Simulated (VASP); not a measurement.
GaAs, 2 atoms in the cell. Symmetry: F-43m, No. 216, cubic system. The conventional cell has a = 5.666 Å, b = 5.666 Å, c = 5.666 Å, α = 90.00°, β = 90.00°, γ = 90.00°. Ga (site symmetry -43m) has 4 As at 2.45 Å within 3.2 Å. As (site symmetry -43m) has 4 Ga at 2.45 Å within 3.2 Å. 

```yaml
Program: VASP 6.6.1
Task: dielectric tensor
Functional: PBE
Potentials_or_basis: VASP PAW PBE potentials, release 64 (Ga_d, As_d)
Cutoff: 520 eV
k_mesh: 6 × 6 × 6
Occupations: gaussian, width 0.01 eV
Spin: no spin polarisation
Dipole_correction: no
Second_run: valence_matched
Further_INCAR_settings: ALGO = Normal; EDIFF = 1e-08
```

Potentials or basis: VASP PAW PBE potentials, release 64 (Ga_d, As_d).

Run with:

```sh
$ cat potpaw_PBE.64/Ga_d/POTCAR potpaw_PBE.64/As_d/POTCAR > POTCAR
$ mpirun -np 1 vasp_std > vasp.out
```

Hardware: 1 thread of AMD EPYC 9R14 (Zen 4), on a shared host.

Estimate the wall time of this run.

Run time: 4.7 min on 1 thread of AMD EPYC 9R14 (Zen 4), on a shared host, peak memory 0.22 GiB. Counts: scf iterations 212, k points 16.
